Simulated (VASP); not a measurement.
BIr3:

```
B Ir
1.0
     3.57418    0.00000    0.00000
     0.00000    3.57418    0.00000
     0.00000    0.00000    3.57418
B Ir
1 3
Direct
  0.00000 0.00000 0.00000
  0.00000 0.50000 0.50000
  0.50000 0.00000 0.50000
  0.50000 0.50000 0.00000
```

| Quantity | Value |
| --- | --- |
| Program | VASP 6.6.1 |
| Task | relaxation of cell and atoms |
| Functional | PBE |
| Potentials or basis | VASP PAW PBE potentials, release 64 (B, Ir) |
| Cutoff | 600 eV |
| k mesh | 6 × 6 × 6 |
| Occupations | gaussian, width 0.1 eV |
| Spin | no spin polarisation |

At the start: pressure 62.6 GPa; volume 11.41 Å³/atom.

Q: How do energy, volume and symmetry change on relaxing?

A: Over 5 steps the energy falls by 297.3 meV/atom and the volume is 13.16 Å³/atom (+15.3 %); space group Pm-3m (No. 221, to 0.05 Å).

Step by step:
| step | energy change (eV) | largest force (eV/Å) | pressure (GPa) | volume (Å³) |
| --- | --- | --- | --- | --- |
| 1 | 0.0000 | 0.0000 | 62.61 | 45.66 |
| 2 | 5.0555 | 0.0000 | -41.91 | 81.94 |
| 3 | -1.1500 | 0.0000 | -8.13 | 54.15 |
| 4 | -1.1873 | 0.0000 | -1.78 | 52.96 |
| 5 | -1.1890 | 0.0000 | 0.02 | 52.65 |

Final structure:
```
CELL_PARAMETERS angstrom
3.74803 0.00000 0.00000
0.00000 3.74803 0.00000
0.00000 0.00000 3.74803
ATOMIC_POSITIONS crystal
B 0.00000 0.00000 0.00000
Ir 0.00000 0.50000 0.50000
Ir 0.50000 0.00000 0.50000
Ir 0.50000 0.50000 0.00000
```

Caveat: the volume moved by over 15 % at a fixed basis, so the end points are rough.
